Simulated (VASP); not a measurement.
# MnPt2 (P-3m1) in VASP: further runs

The runs below take MnPt2 through single point, with r2SCAN50, PBEsol+D3(BJ), BLYP.

All numbers are computed with VASP 6.6.1; they aren't measurements. Logs are shortened: lines on timing, memory, paths and dates and some standing lists are left out, and cuts for length are marked.

## Step 1: The cell of the first run

Symmetry: P-3m1, No. 164, trigonal system. The conventional cell has a = 2.858 Å, b = 2.858 Å, c = 6.533 Å, α = 90.00°, β = 90.00°, γ = 120.00°. Within 3.5 Å of Pt (site symmetry 3m) lie 3 Mn at 2.64 Å and 9 Pt at 2.86 to 2.91 Å. Within 3.5 Å of Mn (site symmetry -3m) lie 6 Pt at 2.64 Å and 6 Mn at 2.86 Å.

## Step 2: Single point, r2SCAN50, collinear spin, ferromagnetic start

POSCAR

```
MnPt2
1.0
    2.8584044518      0.0000000000      0.0000000000
   -1.4292022259      2.4754508696      0.0000000000
    0.0000000000      0.0000000000      6.5325040000
Pt Mn
2 1
Direct
    0.6666666667      0.3333333333      0.3162060000
    0.3333333333      0.6666666667      0.6837940000
    0.0000000000      0.0000000000      0.0000000000
```

INCAR.step1

```
SYSTEM = MnPt2
PREC = Accurate
ENCUT = 440
EDIFF = 1E-5
ISMEAR = -1
SIGMA = 0.05
LREAL = .FALSE.
LASPH = .TRUE.
NELM = 200
ALGO = Normal
ISIF = 2
LWAVE = .TRUE.
LCHARG = .FALSE.
ISPIN = 2
MAGMOM = 0 0 4
LORBIT = 11
LMAXMIX = 4
NBANDS = 28
GGA = PE
GGA_COMPAT = .FALSE.
KPAR = 4
```

INCAR.step2

```
SYSTEM = MnPt2
PREC = Accurate
ENCUT = 440
EDIFF = 1E-6
ISMEAR = -1
SIGMA = 0.05
LREAL = .FALSE.
LASPH = .TRUE.
NELM = 200
ALGO = Normal
ISIF = 2
LWAVE = .FALSE.
LCHARG = .FALSE.
ISPIN = 2
MAGMOM = 0 0 4
LORBIT = 11
LMAXMIX = 4
METAGGA = R2SCAN
LHFCALC = .TRUE.
AEXX = 0.5
LMIXTAU = .TRUE.
PRECFOCK = Normal
NBANDS = 28
ISTART = 1
GGA_COMPAT = .FALSE.
KPAR = 4
```

KPOINTS

```
regular mesh
0
G
  6 6 2
  0 0 0
```

Potentials or basis: VASP PAW PBE potentials, release 64 (Pt, Mn_pv).

The run is started by

```console
> cat potpaw_PBE.64/Pt/POTCAR potpaw_PBE.64/Mn_pv/POTCAR > POTCAR
> cp INCAR.step1 INCAR
> mpirun -np 4 vasp_std > vasp.out
> cp INCAR.step2 INCAR
> mpirun -np 4 vasp_std > vasp.out
```

OUTCAR:

```text
SYSTEM = MnPt2
   PREC = Accurate
   ENCUT = 440
   EDIFF = 1E-6
   ISMEAR = -1
   LREAL = .FALSE.
   LASPH = .TRUE.
   NELM = 200
   ISIF = 2
   ISPIN = 2
   LORBIT = 11
   METAGGA = R2SCAN
   LHFCALC = .TRUE.
   AEXX = 0.5
   PRECFOCK = Normal
   ISTART = 1

 ion  position               nearest neighbor table
   1  0.667  0.333  0.316-   3 2.64   3 2.64   3 2.64   2 2.91   2 2.91   2 2.91
   2  0.333  0.667  0.684-   3 2.64   3 2.64   3 2.64   1 2.91   1 2.91   1 2.91
   3  0.000  0.000  0.000-   1 2.64   2 2.64   1 2.64   2 2.64   1 2.64   2 2.64

  LATTYP: Found a hexagonal cell.
 ALAT       =     2.8584044518
 C/A-ratio  =     2.2853672775

  Lattice vectors:

 A1 = (   2.8584044518,   0.0000000000,   0.0000000000)
 A2 = (  -1.4292022259,   2.4754508696,   0.0000000000)
 A3 = (   0.0000000000,   0.0000000000,   6.5325040000)

Analysis of symmetry for initial positions (statically):
=====================================================================
 Subroutine PRICEL returns:
 Original cell was already a primitive cell.

 Routine SETGRP: Setting up the symmetry group for a
 hexagonal supercell.

 Subroutine GETGRP returns: Found 12 space group operations
 (whereof 12 operations were pure point group operations)
 out of a pool of 24 trial point group operations.

The static configuration has the point symmetry D_3d.

Analysis of symmetry for dynamics (positions and initial velocities):
=====================================================================
 Subroutine PRICEL returns:
 Original cell was already a primitive cell.

 Routine SETGRP: Setting up the symmetry group for a
 hexagonal supercell.

 Subroutine GETGRP returns: Found 12 space group operations
 (whereof 12 operations were pure point group operations)
 out of a pool of 24 trial point group operations.

The dynamic configuration has the point symmetry D_3d.

Analysis of structural, dynamic, and magnetic symmetry:
=====================================================================
 Subroutine PRICEL returns:
 Original cell was already a primitive cell.

 Routine SETGRP: Setting up the symmetry group for a
 hexagonal supercell.

 Subroutine GETGRP returns: Found 12 space group operations
 (whereof 12 operations were pure point group operations)
 out of a pool of 24 trial point group operations.

The overall configuration has the point symmetry D_3d.

 Subroutine INISYM returns: Found 12 space group operations
 (whereof 12 operations are pure point group operations),
 and found     1 'primitive' translations

----------------------------------------------------------------------------------------

                                     Primitive cell

  volume of cell :      46.2230

  direct lattice vectors                    reciprocal lattice vectors
     2.858404452  0.000000000  0.000000000     0.349845523  0.201983407  0.000000000
    -1.429202226  2.475450870  0.000000000     0.000000000  0.403966814  0.000000000
     0.000000000  0.000000000  6.532504000     0.000000000  0.000000000  0.153080656

  length of vectors
     2.858404452  2.858404452  6.532504000     0.403966814  0.403966814  0.153080656

  position of ions in fractional coordinates (direct lattice)
     0.666666667  0.333333333  0.316206000
     0.333333333  0.666666667  0.683794000
     0.000000000  0.000000000  0.000000000

  ion indices of the primitive-cell ions
   primitive index   ion index
                 1           1
                 2           2
                 3           3

----------------------------------------------------------------------------------------

[... 22 lines left out ...]
 Found     14 irreducible k-points:

 Following reciprocal coordinates:
            Coordinates               Weight
  0.000000  0.000000  0.000000      1.000000
  0.166667  0.000000  0.000000      6.000000
  0.333333  0.000000  0.000000      6.000000
  0.500000  0.000000  0.000000      3.000000
  0.166667  0.166667  0.000000      6.000000
  0.333333  0.166667  0.000000     12.000000
  0.333333  0.333333  0.000000      2.000000
  0.000000  0.000000  0.500000      1.000000
  0.166667  0.000000  0.500000      6.000000
  0.333333  0.000000  0.500000      6.000000
  0.500000  0.000000  0.500000      3.000000
  0.166667  0.166667  0.500000      6.000000
  0.333333  0.166667  0.500000     12.000000
  0.333333  0.333333  0.500000      2.000000
   k-points           NKPTS =     14   k-points in BZ     NKDIM =     72   number of bands    NBANDS=     28
   number of dos      NEDOS =    301   number of ions     NIONS =      3
   total plane-waves  NPLWV =  19200
   dimension x,y,z NGX =    20 NGY =   20 NGZ =   48
   dimension x,y,z NGXF=    40 NGYF=   40 NGZF=   96
   ions per type =               2   1
   NGX,Y,Z   is equivalent  to a cutoff of  11.63, 11.63, 12.22 a.u.
   NGXF,Y,Z  is equivalent  to a cutoff of  23.26, 23.26, 24.43 a.u.
 SYSTEM =  MnPt2
   PREC   = accura    normal or accurate (medium, high low for compatibility)
   ISTART =      1    job   : 0-new  1-cont  2-samecut
   ICHARG =      0    charge: 1-file 2-atom 10-const
   ISPIN  =      2    spin polarized calculation?
   LNONCOLLINEAR =      F non collinear calculations
   LSORBIT =      F    spin-orbit coupling
   LASPH  =      T    aspherical Exc in radial PAW
   ENCUT  =  440.0 eV  32.34 Ry    5.69 a.u.   4.89  4.89 11.17*2*pi/ulx,y,z
   NELM   =    200;   NELMIN=  2; NELMDL=  0     # of ELM steps
   EDIFF  = 0.1E-05   stopping-criterion for ELM
   LREAL  =      F    real-space projection
   EDIFFG = 0.1E-04   stopping-criterion for IOM
   NSW    =      0    number of steps for IOM
   IBRION =     -1    ionic relax: 0-MD 1-quasi-New 2-CG
   NFREE  =      0    steps in history (QN), initial steepest desc. (CG)
   ISIF   =      2    stress and relaxation
   ISYM   =      3    0-nonsym 1-usesym 2-fastsym
   POTIM  = 0.5000    time-step for ionic-motion
   TEBEG  =    0.0;   TEEND  =   0.0 temperature during run
   PSTRESS=    0.0 pullay stress
   NELECT =      33.0000    total number of electrons
   NUPDOWN=      -1.0000    fix difference up-down
   EMIN   =  10.00;   EMAX   =-10.00  energy-range for DOS
   EFERMI =   0.00;   METHOD = LEGACY
   ISMEAR =    -1;   SIGMA  =   0.05  broadening in eV -4-tet -1-fermi 0-gaus
   EFERMI_NEDOS =   21; number of points for ismear=-14 and -15
   IALGO  =     38    algorithm
   IMIX   =      1    mixing-type and parameters
     AMIX     =   0.40;   BMIX     =  1.00
     AMIX_MAG =   1.60;   BMIX_MAG =  1.00
  volume/ion in A,a.u.               =      15.41       103.98
  Fermi-wavevector in a.u.,A,eV,Ry     =   1.463166  2.764983 29.128095  2.140855
  Thomas-Fermi vector in A             =   2.579293
   LORBIT       =     11    0 simple, 1 ext, 2 COOP (PROOUT), +10 PAW based schemes
   METAGGA = R2SCAN    functional components
   LHFCALC =     T    Hartree Fock is set to
   PRECFOCK=normal    Normal, Fast or Accurate (Low or Medium for compatibility)
   ENCUT4O =  -1.0   cutoff for four orbital integrals eV
   NKREDX  =     1    reduce k-point grid by
   NKREDY  =     1    reduce k-point grid by
   NKREDZ  =     1    reduce k-point grid by
   AEXX    =    0.5000 exact exchange contribution
   HFSCREEN=    0.0000 screening length (either q_TF or 0.3 A-1)
   HFSCREENC=   0.0000 screening length for correlation (either q_TF or 0.3 A-1)
   ENCUTFOCK=  -1.0 apply spherical cutoff to Coloumb kernel
   IVDW    =     0    specifies the selected vdW correction
   LEPSILON=     F    determine dielectric tensor
   LRPA    =     F    only Hartree local field effects (RPA)
 spin polarized calculation
  energy-cutoff  :      440.00
  volume of cell :       46.22
 maximum number of plane-waves:       999
 NGX is ok and might be reduce to    20
  NGX = 16; NGY = 16; NGZ = 36

 number of electron      33.0000006 magnetization       4.8893375

 Free energy of the ion-electron system (eV)
  ---------------------------------------------------
  ext. energy  EPLUGINS =         0.00000000
  ---------------------------------------------------
  free energy    TOTEN  =       -90.85744888 eV

  energy without entropy =      -90.85557154  energy(sigma->0) =      -90.85651021

 E-fermi :   8.6343     XC(G=0):  -7.6249

 val. band max:        8.5538658748   @ k =   0.1667   0.0000   0.0000
 cond. band min:       9.7377358105   @ k =   0.5000   0.0000   0.5000
 fundamental gap:      1.1838699357
 Fermi energy:         8.6343377726

 spin component 1

 k-point     1 :       0.0000    0.0000    0.0000
  band No.  band energies     occupation
      1     -52.0299      1.00000
      2     -52.0299      1.00000
      3     -51.9905      1.00000
      4      -3.1014      1.00000
      5      -0.8279      1.00000
      6      -0.4553      1.00000
[... 423 lines left out ...]
     27      24.7394      0.00000
     28      24.9233      0.00000
 Fermi energy:         8.6343377726

 spin component 2

 k-point     1 :       0.0000    0.0000    0.0000
  band No.  band energies     occupation
      1     -43.1043      1.00000
      2     -43.1023      1.00000
      3     -43.1023      1.00000
      4      -3.2485      1.00000
      5      -0.3534      1.00000
      6       1.3838      1.00000
[... 423 lines left out ...]
     27      25.9342      0.00000
     28      26.2716      0.00000

------------------------ aborting loop because EDIFF is reached ----------------------------------------

  FORCE on cell =-STRESS in cart. coord.  units (eV):
  Direction    XX          YY          ZZ          XY          YZ          ZX
  --------------------------------------------------------------------------------------
  -------------------------------------------------------------------------------------
  Total       -1.6786774     -1.6786774     -0.0073840      0.0000000      0.0000000      0.0000000
  in kB      -58.1862215    -58.1862215     -0.2559437      0.0000000      0.0000000      0.0000000
  external PRESSURE =     -38.8761289 kB  Pullay stress =       0.0000000 kB

 VOLUME and BASIS-vectors are now :
 -----------------------------------------------------------------------------
  energy-cutoff  :      440.00
  volume of cell :       46.22
      direct lattice vectors                 reciprocal lattice vectors
     2.858404452  0.000000000  0.000000000     0.349845523  0.201983407  0.000000000
    -1.429202226  2.475450870  0.000000000     0.000000000  0.403966814  0.000000000
     0.000000000  0.000000000  6.532504000     0.000000000  0.000000000  0.153080656

 POSITION                                       TOTAL-FORCE (eV/Angst)
 -----------------------------------------------------------------------------------
      1.42920      0.82515      2.06562         0.000000     -0.000000      0.228993
     -0.00000      1.65030      4.46689        -0.000000      0.000000     -0.228993
      0.00000      0.00000      0.00000        -0.000000      0.000000      0.000000
 -----------------------------------------------------------------------------------
    total drift:                               -0.000001     -0.000000      0.000001

  FREE ENERGIE OF THE ION-ELECTRON SYSTEM (eV)
  ---------------------------------------------------
  free  energy   TOTEN  =       -90.8574488795 eV

  energy  without entropy=      -90.8555715406  energy(sigma->0) =      -90.85651021

 total charge

# of ion       s       p       d       tot
------------------------------------------
    1        0.698   0.475   8.276   9.449
    2        0.698   0.475   8.276   9.449
    3        0.332   6.262   4.899  11.494
--------------------------------------------------
tot          1.729   7.213  21.451  30.392

 magnetization (x)

# of ion       s       p       d       tot
------------------------------------------
    1       -0.054  -0.050   0.309   0.204
    2       -0.054  -0.050   0.309   0.204
    3        0.012   0.005   4.382   4.399
--------------------------------------------------
tot         -0.097  -0.096   5.000   4.807
```

Run time: 20 min. Hardware: 4 MPI ranks of Intel Xeon Platinum 8488C (Sapphire Rapids), shared host; peak memory 0.21 GiB.

Results:

| Property | Result |
| --- | --- |
| Free energy | -90.8574 eV |
| Pressure | -3.9 GPa |
| Largest force | 0.229 eV/Å |
| Net moment | 4.89 μB per cell |
| Site moments | Pt +0.20; Mn +4.40 μB |
| Valence electrons inside the program's atomic spheres | Pt 9.45; Mn 11.49 |

Forces in eV/Å, atoms in the order of the input:
```
Pt   0.000  0.000  0.229
Pt   0.000  0.000 -0.229
Mn   0.000  0.000  0.000
```

Levels at points of the mesh, in eV from the Fermi level:
Spin up:
```tsv
k point	band 17	band 18	band 19	band 20	band 21	band 22
(0.00, 0.00, 0.00)	-3.75	-3.33	-3.33	-2.61	-2.61	13.54
(0.50, 0.00, 0.00)	-1.42	-1.25	2.48	3.45	3.64	8.17
(0.00, 0.00, 0.50)	-3.70	-3.70	-2.17	-2.17	1.63	8.79
(0.50, 0.00, 0.50)	-1.37	-1.33	-0.93	2.99	4.61	7.53
```
Spin down:
```csv
k point,band 13,band 14,band 15,band 16,band 17,band 18
"(0.00, 0.00, 0.00)",-3.58,-3.30,-2.52,-2.52,5.49,6.74
"(0.50, 0.00, 0.00)",1.23,1.24,3.31,4.07,4.73,5.47
"(0.00, 0.00, 0.50)",-3.38,-2.81,-2.81,1.51,4.59,6.79
"(0.50, 0.00, 0.50)",1.10,1.22,1.28,4.78,5.23,5.55
```

Caveat: the k points lie up to 0.48 Å⁻¹ apart; the PAW data sets were made with another functional, which shifts forces and pressure a little; spin-orbit coupling is left out, which moves the levels of the heavy elements.

## Step 3: Single point, PBEsol+D3(BJ), collinear spin, ferromagnetic start

This run uses another cell than the first one, of 14.02 Å³/atom.

INCAR

```
SYSTEM = MnPt2
PREC = Accurate
ENCUT = 520
EDIFF = 1E-6
ISMEAR = -1
SIGMA = 0.05
LREAL = .FALSE.
LASPH = .TRUE.
NELM = 150
ALGO = Normal
ISIF = 2
LWAVE = .FALSE.
LCHARG = .FALSE.
ISPIN = 2
MAGMOM = 0 0 4
LORBIT = 11
LMAXMIX = 4
GGA = PS
IVDW = 12
NBANDS = 28
```

KPOINTS

```
Automatic mesh
0
G
  11 11 4
  0 0 0
```

POSCAR

```
MnPt2
1.0
    2.7326215248      0.0000000000      0.0000000000
   -1.3663107624      2.3665196594      0.0000000000
    0.0000000000      0.0000000000      6.5058649132
Pt Mn
2 1
Direct
    0.6666666667      0.3333333333      0.3179356190
    0.3333333333      0.6666666667      0.6820643810
    0.0000000000      0.0000000000      0.0000000000
```

Potentials or basis: VASP PAW PBE potentials, release 64 (Pt, Mn_pv).

The run is started by

```console
> cat potpaw_PBE.64/Pt/POTCAR potpaw_PBE.64/Mn_pv/POTCAR > POTCAR
> mpirun -np 1 vasp_std > vasp.out
```

Wall time 94 s (1 thread of AMD EPYC 7R43 (Zen 3), shared host); peak memory 0.21 GiB.

It converged, with:

```yaml
Free_energy: -25.8013 eV
Pressure: 0.0 GPa
Largest_force: 0.017 eV/Å
Net_moment: 3.84 μB per cell
Site_moments: Pt +0.21; Mn +3.28 μB
Valence_electrons_inside_the_program's_atomic_spheres: Pt 9.42; Mn 11.69
Dispersion_energy_per_atom: -0.597 eV
```

Forces in eV/Å, atoms in the order of the input:
```
Pt   0.000  0.000  0.017
Pt   0.000  0.000 -0.017
Mn   0.000  0.000  0.000
```

Stress tensor (GPa, compression positive):
```
-0.02  0.00  0.00
 0.00 -0.02  0.00
 0.00  0.00  0.11
```

Levels at points of the mesh, in eV from the Fermi level:
Spin up:
```
           k point  band 16  band 17  band 18  band 19  band 20  band 21
(0.00, 0.00, 0.00)    -1.45    -1.45    -1.10    -1.10    -0.62    -0.62
(0.00, 0.00, 0.50)    -1.86    -1.52    -1.52    -0.37    -0.01    -0.01
```
Spin down:
```
           k point  band 13  band 14  band 15  band 16  band 17  band 18
(0.00, 0.00, 0.00)    -2.01    -2.01    -0.97    -0.97     0.11     1.15
(0.00, 0.00, 0.50)    -1.72    -1.47    -1.47    -0.33    -0.10     1.20
```

Caveat: the PAW data sets were made with another functional, which shifts forces and pressure a little; spin-orbit coupling is left out, which moves the levels of the heavy elements.

[end of part 1 of 2]
